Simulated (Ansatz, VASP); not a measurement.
## CsPbBr3 in VASP and in Ansatz

The input INCAR:

```
PREC = Accurate
ENCUT = 520
EDIFF = 1E-6
ISMEAR = -1
SIGMA = 0.05
LREAL = F
LASPH = T
NELM = 80
ALGO = Normal
ISIF = 2
LWAVE = F
LCHARG = T
GGA = CA
LELF = T
LVHAR = T
NBANDS = 30
```

File KPOINTS:

```
regular mesh
0
Gamma
  5 5 5
```

Contents of POSCAR:

```
CsPbBr3
1.0
    5.7501704582      0.0000000000      0.0000000000
    0.0000000000      5.7501704582      0.0000000000
    0.0000000000      0.0000000000      5.7501704582
Pb Cs Br
1 1 3
Direct
    0.5000000000      0.5000000000      0.5000000000
    0.0000000000      0.0000000000      0.0000000000
    0.5000000000      0.5000000000      0.0000000000
    0.5000000000      0.0000000000      0.5000000000
    0.0000000000      0.5000000000      0.5000000000
```

Contents of input.yaml:

```yaml
crystal:
  lattice:
    - [5.7501704582, 0.0, 0.0]
    - [0.0, 5.7501704582, 0.0]
    - [0.0, 0.0, 5.7501704582]
  atoms:
    - { symbol: Pb, position: [0.5, 0.5, 0.5] }
    - { symbol: Cs, position: [0.0, 0.0, 0.0] }
    - { symbol: Br, position: [0.5, 0.5, 0.0] }
    - { symbol: Br, position: [0.5, 0.0, 0.5] }
    - { symbol: Br, position: [0.0, 0.5, 0.5] }
hamiltonian:
  xc: lda
  pseudopotentials: { kind: paw }
kpoints:
  mp_grid: { grid: [5, 5, 5] }
scf:
  occupations: { method: fermi_dirac, width: 0.05 }
output:
  forces: true
  stress: true
  eigenvalues: true
```

Alike in both runs: task single point; functional LDA; k mesh 5 × 5 × 5; occupations fermi-dirac, width 0.05 eV; no spin polarisation.

|  | VASP | Ansatz |
| --- | --- | --- |
| version | VASP 6.6.1 | Ansatz 0.2.0 |
| potentials or method | VASP PAW LDA potentials, release 64 (Pb_d, Cs_sv, Br) | Ansatz PAW |
| plane-wave cutoff (eV) | 520 | 420 |
| valence electrons in the cell | 44 | 44 |

Ansatz gave:

```
gap on the k mesh at the Fermi level (eV) : 2.45
least direct gap on the mesh (eV)         : 2.45
pressure (GPa)                            : 0.2
```

**Question.** Which values does VASP return?

**Answer.** gap on the k mesh at the Fermi level (eV): 2.42; least direct gap on the mesh (eV): 2.42; pressure (GPa): 0.2.

LDA's correlation is that of Perdew and Zunger in VASP and of Perdew and Wang (1992) in Ansatz.

Neither program's run includes spin-orbit coupling. Noted on Ansatz's run: odd divisions of the mesh miss points on the zone boundary, where band edges often lie, so the gap on the mesh can be too wide.
